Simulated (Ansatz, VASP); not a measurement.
## Two plane-wave programs on Ge

INCAR

```
SYSTEM = Ge
ALGO     = Normal         ! electronic algorithm
EDIFF    = 1E-8           ! SCF threshold, eV
ENCUT    = 520            ! plane-wave cutoff, eV
GGA      = PE             ! functional
GGA_COMPAT= .False.      
ISIF     = 2              ! what is computed and relaxed
ISMEAR   = -1             ! smearing method
LASPH    = .True.         ! aspherical terms in the spheres
LCHARG   = .False.        ! write CHGCAR
LEFG     = .True.       
LORBIT   = 11             ! projections on sites
LORBMOM  = .True.       
LREAL    = .False.        ! projectors in reciprocal space
LSORBIT  = .True.         ! spin-orbit coupling
LWAVE    = .False.        ! write WAVECAR
MAGMOM   = 0 0 0 0 0 0    ! initial moments
NBANDS   = 40             ! bands
NELM     = 150            ! most SCF steps
PREC     = Accurate       ! precision mode
SIGMA    = 0.05           ! smearing width, eV
```

File KPOINTS:

```
k-points
0
Gamma
  11 11 11
  0 0 0
```

POSCAR

```
Ge
1.0
    0.0000000000      2.8287700000      2.8287700000
    2.8287700000      0.0000000000      2.8287700000
    2.8287700000      2.8287700000      0.0000000000
Ge
2
Direct
    0.5000000000      0.5000000000      0.5000000000
    0.7500000000      0.7500000000      0.7500000000
```

Input for Ansatz:

```yaml
crystal:
  lattice:
    - [0.0, 2.82877, 2.82877]
    - [2.82877, 0.0, 2.82877]
    - [2.82877, 2.82877, 0.0]
  atoms:
    - { symbol: Ge, position: [0.5, 0.5, 0.5] }
    - { symbol: Ge, position: [0.75, 0.75, 0.75] }
kpoints:
  mp_grid: { grid: [11, 11, 11] }
  band_path:
    path:
      - [0.0, 0.0, 0.0]
      - [0.5, 0.0, 0.5]
      - [0.625, 0.25, 0.625]
      - [0.375, 0.375, 0.75]
      - [0.0, 0.0, 0.0]
      - [0.5, 0.5, 0.5]
      - [0.5, 0.25, 0.75]
      - [0.5, 0.0, 0.5]
    npoints: 5
scf:
  occupations: { method: fermi_dirac, width: 0.05 }
hamiltonian:
  xc: pbe
  pseudopotentials: { kind: paw_fr }
output:
  forces: true
  stress: true
  eigenvalues: true
  efg: { contact_densities: true }
magnetization:
  noncollinear: true
  spin_orbit: true
```

Alike in both runs: task electric field gradients; functional PBE; k mesh 11 × 11 × 11; occupations fermi-dirac, width 0.05 eV; non-collinear spin, spin-orbit coupling.

|  | VASP | Ansatz |
| --- | --- | --- |
| version | VASP 6.6.1 | Ansatz 0.2.0 |
| potentials or method | VASP PAW PBE potentials, release 64 (Ge_d) | PAW with Ansatz's default frozen-core files, fully relativistic files with spin-orbit coupling |
| plane-wave cutoff (eV) | 520 | 420 |
| valence electrons in the cell | 28 | 28 |

Ansatz gave:

| Item | Value |
| --- | --- |
| pressure (GPa) | 3.7 |
| net moment per atom (μB) | 0.00 |

What did VASP give for the same quantities?

Pressure (GPa): 3.6; net moment per atom (μB): 0.00.
